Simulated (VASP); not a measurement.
# Pt (P6_3/mmc) in VASP: further runs, part 2 of 2

VASP 6.6.1. Earlier steps stand in the parts before.

**4. Relaxation of shape and atoms at fixed volume, PBEsol (14.68 Å³/atom)**

This run uses another cell than the first one, of 14.68 Å³/atom.

Contents of INCAR:

```
ALGO     = Fast           # electronic algorithm
EDIFF    = 1E-6           # SCF threshold, eV
EDIFFG   = -0.01          # ionic threshold
ENCUT    = 600            # plane-wave cutoff, eV
GGA      = PS             # functional
IBRION   = 2              # ionic algorithm
ISIF     = 4              # what is computed and relaxed
ISMEAR   = 0              # smearing method
LASPH    = T              # aspherical terms in the spheres
LCHARG   = F              # write CHGCAR
LREAL    = F              # projectors in reciprocal space
LWAVE    = F              # write WAVECAR
NELM     = 100            # most SCF steps
NSW      = 50             # ionic steps
PREC     = Accurate       # precision mode
SIGMA    = 0.1            # smearing width, eV
```

Contents of KPOINTS:

```
k-points
0
Gamma
  18 18 10
```

Contents of POSCAR:

```
Pt
1.0
    2.6976407718      0.0000000000      0.0000000000
   -1.3488203859      2.3362254386      0.0000000000
    0.0000000000      0.0000000000      4.6592588904
Pt
2
Direct
    0.6666666667      0.3333333333      0.7500000000
    0.3333333333      0.6666666667      0.2500000000
```

Potentials or basis: VASP PAW PBE potentials, release 64 (Pt).

Run with:

```
$ cat potpaw_PBE.64/Pt/POTCAR > POTCAR
$ mpirun -np 1 vasp_std > vasp.out
```

OUTCAR:

```text
EDIFF = 1E-6
   EDIFFG = -0.01
   ENCUT = 600
   GGA = PS
   IBRION = 2
   ISIF = 4
   ISMEAR = 0
   LASPH = T
   LREAL = F
   NELM = 100
   NSW = 50
   PREC = Accurate

 ion  position               nearest neighbor table
   1  0.667  0.333  0.750-   2 2.80   2 2.80   2 2.80   2 2.80   2 2.80   2 2.80
   2  0.333  0.667  0.250-   1 2.80   1 2.80   1 2.80   1 2.80   1 2.80   1 2.80

  LATTYP: Found a hexagonal cell.
 ALAT       =     2.6976407718
 C/A-ratio  =     1.7271606135

  Lattice vectors:

 A1 = (   2.6976407718,   0.0000000000,   0.0000000000)
 A2 = (  -1.3488203859,   2.3362254386,   0.0000000000)
 A3 = (   0.0000000000,   0.0000000000,   4.6592588904)

Analysis of symmetry for initial positions (statically):
=====================================================================
 Subroutine PRICEL returns:
 Original cell was already a primitive cell.

 Routine SETGRP: Setting up the symmetry group for a
 hexagonal supercell.

 Subroutine GETGRP returns: Found 24 space group operations
 (whereof 12 operations were pure point group operations)
 out of a pool of 24 trial point group operations.

The static configuration has the point symmetry D_3d.
 The point group associated with its full space group is D_6h.
[... 236 lines left out ...]

 number of electron      19.9999998 magnetization

 Free energy of the ion-electron system (eV)
  ---------------------------------------------------
  ext. energy  EPLUGINS =         0.00000000
  ---------------------------------------------------
  free energy    TOTEN  =       -13.78516104 eV

  energy without entropy =      -13.76683951  energy(sigma->0) =      -13.77600027

 E-fermi :  11.5917     XC(G=0): -13.7834

 val. band max:       11.5915973648   @ k =   0.3889   0.0556   0.0000
 cond. band min:      11.5938664655   @ k =   0.3889   0.1667   0.1000
 fundamental gap:      0.0022691008
 Fermi energy:        11.5916525668

 k-point     1 :       0.0000    0.0000    0.0000
  band No.  band energies     occupation
      1       1.0149      2.00000
      2       3.7846      2.00000
      3       7.2274      2.00000
      4       7.7391      2.00000
      5       7.7391      2.00000
      6       8.1736      2.00000
      7       8.1736      2.00000
      8       9.4929      2.00000
      9       9.4929      2.00000
     10      10.5466      2.00000
     11      11.3467      1.99947
     12      11.3467      1.99947
     13      16.8649      0.00000
     14      26.4938      0.00000
[... 377 lines left out ...]
      1       4.8000      2.00000
      2       4.9023      2.00000
      3       5.3340      2.00000
      4       7.7108      2.00000
      5       7.8879      2.00000
      6       7.9943      2.00000
      7       8.3580      2.00000
      8      11.1375      2.00000
      9      11.4260      1.98088
     10      11.6867      0.17907
     11      13.7100      0.00000
     12      17.0018      0.00000
     13      18.8725      0.00000
     14      21.0844      0.00000

 [... further k-points ...]

------------------------ aborting loop because EDIFF is reached ----------------------------------------

  FORCE on cell =-STRESS in cart. coord.  units (eV):
  Direction    XX          YY          ZZ          XY          YZ          ZX
  --------------------------------------------------------------------------------------
  -------------------------------------------------------------------------------------
  Total        1.6375812      1.6375812      1.6377996      0.0000000     -0.0000000      0.0000000
  in kB       89.3506524     89.3506524     89.3625642      0.0000000     -0.0000000      0.0000000
  external PRESSURE =      89.3546230 kB  Pullay stress =       0.0000000 kB
[... 17 lines left out ...]
  FREE ENERGIE OF THE ION-ELECTRON SYSTEM (eV)
  ---------------------------------------------------
  free  energy   TOTEN  =       -13.7851610441 eV

  energy  without entropy=      -13.7668395052  energy(sigma->0) =      -13.77600027

 reached required accuracy - stopping structural energy minimisation
```

Wall time 66 s (1 thread of Intel Xeon 6975P-C (Granite Rapids), shared host); peak memory 0.24 GiB.

Results:

```yaml
Free_energy: -13.7852 eV
Energy_gained_by_relaxing: 0.2 meV/atom
Ionic_steps: 3
Pressure_after_relaxing: 8.9 GPa
Band_gap_on_the_k_mesh: zero (bands 10 and 11 overlap by 1.44 eV)
```

The path:
```csv
step,energy change (eV),largest force (eV/Å),pressure (GPa),volume (Å³)
1,0.0000,0.0000,9.07,29.36
2,-0.0004,0.0000,8.92,29.36
3,-0.0004,0.0000,8.94,29.36
```

Final structure:
```
Pt
1.0
     2.70222    0.00000    0.00000
    -1.35111    2.34019    0.00000
     0.00000    0.00000    4.64348
Pt
2
Direct
  0.66667 0.33333 0.75000
  0.33333 0.66667 0.25000
```

Caveat: the PAW data sets were made with another functional, which shifts forces and pressure a little; spin-orbit coupling is left out, which moves the levels of the heavy elements.

**5. Overview**

| task | cell | cutoff (eV) | gap on the mesh (eV) | pressure (GPa) |
| --- | --- | --- | --- | --- |
| single point | a = 2.768, b = 2.768, c = 4.835 Å, angles 90.0, 90.0, 120.0°, 2 atoms | 520 | none | -14.2 |
| single point | a = 2.794, b = 2.794, c = 4.925 Å, angles 90.0, 90.0, 120.0°, 2 atoms | 520 | none | -20.7 |
| relaxation of shape and atoms at fixed volume | relaxed from a = 2.698, b = 2.698, c = 4.659 Å, angles 90.0, 90.0, 120.0°, 2 atoms | 600 | none | 8.9 |

Alike in all rows: level PBEsol; potentials or basis VASP PAW PBE potentials, release 64 (Pt); no spin polarisation; k mesh 18 × 18 × 10; smearing gaussian 0.1 eV.

Caveats: the PAW data sets were made with another functional, which shifts forces and pressure a little; spin-orbit coupling is left out, which moves the levels of the heavy elements; the cell stands under tension (at least some runs).

Absolute energies hang on the potentials; compare differences alone.
